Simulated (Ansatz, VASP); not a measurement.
Two plane-wave programs on VH2

```
CELL_PARAMETERS angstrom
0.00000 2.02896 2.02896
2.02896 0.00000 2.02896
2.02896 2.02896 0.00000
ATOMIC_POSITIONS crystal
V 0.00000 0.00000 0.00000
H 0.25000 0.25000 0.25000
H 0.75000 0.75000 0.75000
```

Alike in both runs: task single point; functional r2SCAN; k mesh 16 × 16 × 16; occupations gaussian, width 0.1 eV; no spin polarisation.

|  | VASP | Ansatz |
| --- | --- | --- |
| version | VASP 6.6.1 | Ansatz 0.2.0 |
| potentials or method | VASP PAW PBE potentials, release 64 (V_sv, H), cutoff 520 eV | scalar-relativistic, plane waves, PAW |
| valence electrons in the cell | 15 | 15 |

VASP gave:

* gap on the k mesh at the Fermi level (eV): none
* pressure (GPa): 21.7

**Question.** Estimate Ansatz's values.

**Answer.** gap on the k mesh at the Fermi level (eV): none; pressure (GPa): 21.1.

VASP's potentials were made for PBE, not for r2SCAN. A gap of «none» marks a metal or a gap that the smearing closes.
